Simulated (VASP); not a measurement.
Set up this calculation in VASP 6.6.1, as the native input.

* Task: single point
* Functional: PBE
* Potentials or basis: VASP PAW PBE potentials, release 64 (Zr_sv)
* Cutoff: 400 eV
* k mesh: 9 × 9 × 1
* Occupations: gaussian, width 0.1 eV
* Spin: no spin polarisation
* Dipole correction: yes
* Further INCAR settings: ALGO = Normal; EDIFF = 1e-06; NBANDS = 25; NELMDL = -8

The structure of Zr lies in POSCAR:

```
Zr
1.0
    3.0956614539      0.0000000000      0.0000000000
   -1.0318871513      2.9186176084      0.0000000000
    0.0000000000      0.0000000000     21.8321902890
Zr
3
Direct
    0.5000000000      0.5000000000      0.1832156988
    0.0000000000      0.0000000000      0.2941678493
    0.5000000000      0.5000000000      0.4045489789
```

These files were run (other wordings do the same):

INCAR

```
PREC = Accurate
ENCUT = 400
EDIFF = 1E-6
ISMEAR = 0
SIGMA = 0.1
LREAL = F
LASPH = T
NELM = 120
ALGO = Normal
ISIF = 2
LWAVE = F
LCHARG = F
LDIPOL = T
IDIPOL = 3
DIPOL = 0.5 0.5 0.294
GGA = PE
NBANDS = 25
GGA_COMPAT = F
NELMDL = -8
```

KPOINTS

```
Automatic mesh
0
Gamma
  9 9 1
```

Potentials or basis: VASP PAW PBE potentials, release 64 (Zr_sv).

The run is started by

```sh
$ cat potpaw_PBE.64/Zr_sv/POTCAR > POTCAR
$ mpirun -np 1 vasp_std > vasp.out
```

Results of the run:

```json
{"Largest force": "0.033 eV/Å", "Band gap on the k mesh": "zero (bands 18 and 19 overlap by 0.66 eV)"}
```

It took 3.5 min on 1 thread of Intel Xeon 8259CL (shared host), peak memory 0.25 GiB.
